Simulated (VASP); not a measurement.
# CdO (Fm-3m) in VASP: further runs

The runs below take CdO through single point, with r2SCAN.

All numbers are computed with VASP 6.6.1; they aren't measurements. Logs are shortened: lines on timing, memory, paths and dates and some standing lists are left out, and cuts for length are marked.

### 1 The cell of the first run

It takes space group Fm-3m (No. 225, cubic). The conventional cell has a = 4.619 Å, b = 4.619 Å, c = 4.619 Å, α = 90.00°, β = 90.00°, γ = 90.00°. Within 3.1 Å of Cd (site symmetry m-3m) lie 6 O at 2.31 Å. Within 3.1 Å of O (site symmetry m-3m) lie 6 Cd at 2.31 Å.

### 2 Single point, r2SCAN

POSCAR reads:

```
CdO
1.0
    0.0000000000      2.3096702716      2.3096702716
    2.3096702716      0.0000000000      2.3096702716
    2.3096702716      2.3096702716      0.0000000000
Cd O
1 1
Direct
    0.0000000000      0.0000000000      0.0000000000
    0.5000000000      0.5000000000      0.5000000000
```

INCAR.step1 reads:

```
ALGO = Normal ; EDIFF = 1E-5
ENCUT = 660 ; GGA = PE
GGA_COMPAT = F ; ISMEAR = 0
LASPH = T ; LCHARG = F
LREAL = F ; LWAVE = T
NBANDS = 16 ; NELM = 120
PREC = Accurate ; SIGMA = 0.01
```

INCAR.step2 reads:

```
ALGO = Normal ; EDIFF = 1E-6
ENCUT = 660 ; GGA_COMPAT = F
ISIF = 2 ; ISMEAR = 0
ISTART = 1 ; LASPH = T
LCHARG = T ; LELF = T
LMIXTAU = T ; LREAL = F
LVHAR = T ; LWAVE = F
METAGGA = R2SCAN ; NBANDS = 16
NELM = 120 ; PREC = Accurate
SIGMA = 0.01
```

KPOINTS reads:

```
k-points
0
Gamma
  8 8 8
```

Potentials or basis: VASP PAW PBE potentials, release 64 (Cd, O).

The run is started by

```
$ cat potpaw_PBE.64/Cd/POTCAR potpaw_PBE.64/O/POTCAR > POTCAR
$ cp INCAR.step1 INCAR
$ mpirun -np 1 vasp_std > vasp.out
$ cp INCAR.step2 INCAR
$ mpirun -np 1 vasp_std > vasp.out
```

OUTCAR:

```text
EDIFF = 1E-6
   ENCUT = 660
   ISIF = 2
   ISMEAR = 0
   ISTART = 1
   LASPH = T
   LREAL = F
   METAGGA = R2SCAN
   NELM = 120
   PREC = Accurate

 ion  position               nearest neighbor table
   1  0.000  0.000  0.000-   2 2.31   2 2.31   2 2.31   2 2.31   2 2.31   2 2.31
   2  0.500  0.500  0.500-   1 2.31   1 2.31   1 2.31   1 2.31   1 2.31   1 2.31

  LATTYP: Found a face centered cubic cell.
 ALAT       =     4.6193405432

  Lattice vectors:

 A1 = (   0.0000000000,   2.3096702716,   2.3096702716)
 A2 = (   2.3096702716,   0.0000000000,   2.3096702716)
 A3 = (   2.3096702716,   2.3096702716,   0.0000000000)

Analysis of symmetry for initial positions (statically):
=====================================================================
 Subroutine PRICEL returns:
 Original cell was already a primitive cell.

 Routine SETGRP: Setting up the symmetry group for a
 face centered cubic supercell.

 Subroutine GETGRP returns: Found 48 space group operations
 (whereof 48 operations were pure point group operations)
 out of a pool of 48 trial point group operations.

The static configuration has the point symmetry O_h .

Analysis of symmetry for dynamics (positions and initial velocities):
=====================================================================
 Subroutine PRICEL returns:
 Original cell was already a primitive cell.

 Routine SETGRP: Setting up the symmetry group for a
 face centered cubic supercell.

 Subroutine GETGRP returns: Found 48 space group operations
 (whereof 48 operations were pure point group operations)
 out of a pool of 48 trial point group operations.

The dynamic configuration has the point symmetry O_h .

 Subroutine INISYM returns: Found 48 space group operations
 (whereof 48 operations are pure point group operations),
 and found     1 'primitive' translations

----------------------------------------------------------------------------------------

                                     Primitive cell

  volume of cell :      24.6422

  direct lattice vectors                    reciprocal lattice vectors
     0.000000000  2.309670272  2.309670272    -0.216481117  0.216481117  0.216481117
     2.309670272  0.000000000  2.309670272     0.216481117 -0.216481117  0.216481117
     2.309670272  2.309670272  0.000000000     0.216481117  0.216481117 -0.216481117

  length of vectors
     3.266367023  3.266367023  3.266367023     0.374956293  0.374956293  0.374956293

  position of ions in fractional coordinates (direct lattice)
     0.000000000  0.000000000  0.000000000
     0.500000000  0.500000000  0.500000000

  ion indices of the primitive-cell ions
   primitive index   ion index
                 1           1
                 2           2

----------------------------------------------------------------------------------------

 KPOINTS: k-points

Automatic generation of k-mesh.
 Grid dimensions read from file:
 generate k-points for:    8    8    8

 Generating k-lattice:

  Cartesian coordinates                     Fractional coordinates (reciprocal lattice)
    -0.027060140  0.027060140  0.027060140     0.125000000  0.000000000  0.000000000
     0.027060140 -0.027060140  0.027060140     0.000000000  0.125000000  0.000000000
     0.027060140  0.027060140 -0.027060140     0.000000000  0.000000000  0.125000000

  Length of vectors
     0.046869537  0.046869537  0.046869537

  Shift w.r.t. Gamma in fractional coordinates (k-lattice)
     0.000000000  0.000000000  0.000000000

 Subroutine IBZKPT returns following result:
 ===========================================

 Found     29 irreducible k-points:

 Following reciprocal coordinates:
            Coordinates               Weight
  0.000000  0.000000  0.000000      1.000000
  0.125000  0.000000  0.000000      8.000000
  0.250000  0.000000  0.000000      8.000000
  0.375000  0.000000  0.000000      8.000000
  0.500000  0.000000  0.000000      4.000000
  0.125000  0.125000  0.000000      6.000000
[... 16 lines left out ...]
  0.500000  0.250000  0.125000     48.000000
 -0.375000  0.250000  0.125000     24.000000
 [... further k-points ...]
   k-points           NKPTS =     29   k-points in BZ     NKDIM =     29   number of bands    NBANDS=     16
   number of dos      NEDOS =    301   number of ions     NIONS =      2
   total plane-waves  NPLWV =  21952
   dimension x,y,z NGX =    28 NGY =   28 NGZ =   28
   dimension x,y,z NGXF=    56 NGYF=   56 NGZF=   56
   ions per type =               1   1
   NGX,Y,Z   is equivalent  to a cutoff of  14.25, 14.25, 14.25 a.u.
   NGXF,Y,Z  is equivalent  to a cutoff of  28.50, 28.50, 28.50 a.u.
 SYSTEM =  unknown system
   PREC   = accura    normal or accurate (medium, high low for compatibility)
   ISTART =      1    job   : 0-new  1-cont  2-samecut
   ICHARG =      0    charge: 1-file 2-atom 10-const
   ISPIN  =      1    spin polarized calculation?
   LNONCOLLINEAR =      F non collinear calculations
   LSORBIT =      F    spin-orbit coupling
   LASPH  =      T    aspherical Exc in radial PAW
   ENCUT  =  660.0 eV  48.51 Ry    6.96 a.u.   6.84  6.84  6.84*2*pi/ulx,y,z
   NELM   =    120;   NELMIN=  2; NELMDL=  0     # of ELM steps
   EDIFF  = 0.1E-05   stopping-criterion for ELM
   LREAL  =      F    real-space projection
   EDIFFG = 0.1E-04   stopping-criterion for IOM
   NSW    =      0    number of steps for IOM
   IBRION =     -1    ionic relax: 0-MD 1-quasi-New 2-CG
   NFREE  =      0    steps in history (QN), initial steepest desc. (CG)
   ISIF   =      2    stress and relaxation
   ISYM   =      2    0-nonsym 1-usesym 2-fastsym
   POTIM  = 0.5000    time-step for ionic-motion
   TEBEG  =    0.0;   TEEND  =   0.0 temperature during run
   PSTRESS=    0.0 pullay stress
   NELECT =      18.0000    total number of electrons
   NUPDOWN=      -1.0000    fix difference up-down
   EMIN   =  10.00;   EMAX   =-10.00  energy-range for DOS
   EFERMI =   0.00;   METHOD = LEGACY
   ISMEAR =     0;   SIGMA  =   0.01  broadening in eV -4-tet -1-fermi 0-gaus
   EFERMI_NEDOS =   21; number of points for ismear=-14 and -15
   IALGO  =     38    algorithm
   IMIX   =      4    mixing-type and parameters
     AMIX     =   0.40;   BMIX     =  1.00
     AMIX_MAG =   1.60;   BMIX_MAG =  1.00
  volume/ion in A,a.u.               =      12.32        83.15
  Fermi-wavevector in a.u.,A,eV,Ry     =   1.474367  2.786150 29.575785  2.173759
  Thomas-Fermi vector in A             =   2.589147
   LORBIT       =      0    0 simple, 1 ext, 2 COOP (PROOUT), +10 PAW based schemes
   METAGGA = R2SCAN    functional components
   LHFCALC =     F    Hartree Fock is set to
   AEXX    =    0.0000 exact exchange contribution
   IVDW    =     0    specifies the selected vdW correction
   LEPSILON=     F    determine dielectric tensor
   LRPA    =     F    only Hartree local field effects (RPA)
 non-spin polarized calculation
 Gauss-broadening in eV      SIGMA  =   0.01
  energy-cutoff  :      660.00
  volume of cell :       24.64
 maximum number of plane-waves:       960
   NGX = 13   NGY = 13   NGZ = 13

 number of electron      18.0000002 magnetization

 Free energy of the ion-electron system (eV)
  ---------------------------------------------------
  ext. energy  EPLUGINS =         0.00000000
  ---------------------------------------------------
  free energy    TOTEN  =       -28.50423621 eV

  energy without entropy =      -28.50423621  energy(sigma->0) =      -28.50423621

 E-fermi :   2.3627     XC(G=0): -12.6450

 val. band max:        2.2260502479   @ k =   0.5000   0.0000   0.0000
 cond. band min:       2.4086285608   @ k =   0.0000   0.0000   0.0000
 fundamental gap:      0.1825783129
 Fermi energy:         2.3626831214

 k-point     1 :       0.0000    0.0000    0.0000
  band No.  band energies     occupation
      1     -16.4832      2.00000
      2      -4.7531      2.00000
      3      -4.7531      2.00000
      4      -4.7531      2.00000
      5      -4.4003      2.00000
      6      -4.4003      2.00000
[... 8 lines left out ...]
     15      22.3102      0.00000
     16      22.3102      0.00000

 k-point     2 :       0.1250    0.0000    0.0000
  band No.  band energies     occupation
      1     -16.3695      2.00000
      2      -4.8337      2.00000
      3      -4.7451      2.00000
      4      -4.7451      2.00000
      5      -4.5119      2.00000
      6      -4.5119      2.00000
[... 8 lines left out ...]
     15      22.3201      0.00000
     16      22.3201      0.00000

 k-point     3 :       0.2500    0.0000    0.0000
  band No.  band energies     occupation
      1     -16.0812      2.00000
      2      -5.1475      2.00000
      3      -5.0347      2.00000
      4      -5.0347      2.00000
      5      -4.4139      2.00000
      6      -4.4139      2.00000
[... 8 lines left out ...]
     15      23.1650      0.00000
     16      23.1650      0.00000

 k-point     4 :       0.3750    0.0000    0.0000
  band No.  band energies     occupation
      1     -15.7695      2.00000
      2      -5.6319      2.00000
      3      -5.3559      2.00000
      4      -5.3559      2.00000
      5      -4.2231      2.00000
      6      -4.2231      2.00000
[... 8 lines left out ...]
     15      24.6698      0.00000
     16      24.6698      0.00000
[... 324 lines left out ...]
 k-point    22 :       0.3750    0.2500    0.1250
  band No.  band energies     occupation
      1     -15.9415      2.00000
      2      -5.3122      2.00000
      3      -5.0217      2.00000
      4      -4.9236      2.00000
      5      -4.4524      2.00000
      6      -4.1487      2.00000
[... 8 lines left out ...]
     15      25.2385      0.00000
     16      25.8383      0.00000

 k-point    23 :       0.5000    0.2500    0.1250
  band No.  band energies     occupation
      1     -15.7479      2.00000
      2      -5.3871      2.00000
      3      -5.1954      2.00000
      4      -5.0426      2.00000
      5      -4.2846      2.00000
      6      -4.0679      2.00000
[... 8 lines left out ...]
     15      24.4995      0.00000
     16      26.1447      0.00000

 k-point    24 :      -0.3750    0.2500    0.1250
  band No.  band energies     occupation
      1     -15.6659      2.00000
      2      -5.4699      2.00000
      3      -5.1527      2.00000
      4      -5.1378      2.00000
      5      -4.1375      2.00000
      6      -4.1329      2.00000
[... 8 lines left out ...]
     15      23.2633      0.00000
     16      26.8400      0.00000

 [... further k-points ...]

------------------------ aborting loop because EDIFF is reached ----------------------------------------

  FORCE on cell =-STRESS in cart. coord.  units (eV):
  Direction    XX          YY          ZZ          XY          YZ          ZX
  --------------------------------------------------------------------------------------
  -------------------------------------------------------------------------------------
  Total        1.7677142      1.7677142      1.7677142      0.0000000      0.0000000     -0.0000000
  in kB      114.9324553    114.9324553    114.9324553      0.0000000      0.0000000     -0.0000000
  external PRESSURE =     114.9324553 kB  Pullay stress =       0.0000000 kB

 VOLUME and BASIS-vectors are now :
 -----------------------------------------------------------------------------
  energy-cutoff  :      660.00
  volume of cell :       24.64
      direct lattice vectors                 reciprocal lattice vectors
     0.000000000  2.309670272  2.309670272    -0.216481117  0.216481117  0.216481117
     2.309670272  0.000000000  2.309670272     0.216481117 -0.216481117  0.216481117
     2.309670272  2.309670272  0.000000000     0.216481117  0.216481117 -0.216481117

 POSITION                                       TOTAL-FORCE (eV/Angst)
 -----------------------------------------------------------------------------------
      0.00000      0.00000      0.00000        -0.000000     -0.000000     -0.000000
      2.30967      2.30967      2.30967         0.000000      0.000000      0.000000
 -----------------------------------------------------------------------------------
    total drift:                                0.000000      0.000000      0.000000

  FREE ENERGIE OF THE ION-ELECTRON SYSTEM (eV)
  ---------------------------------------------------
  free  energy   TOTEN  =       -28.5042362133 eV

  energy  without entropy=      -28.5042362133  energy(sigma->0) =      -28.50423621
```

It took 2 min on 1 thread of AMD EPYC 7R13, shared host; peak memory 0.14 GiB.

What came out:

```yaml
Free_energy: -28.5042 eV
Pressure: 11.5 GPa
Band_gap_on_the_k_mesh: 0.18 eV (least direct gap 1.75 eV)
```

Caveat: the cell stands under pressure; the PAW data sets were made with another functional, which shifts forces and pressure a little.

[end of part 1 of 3]
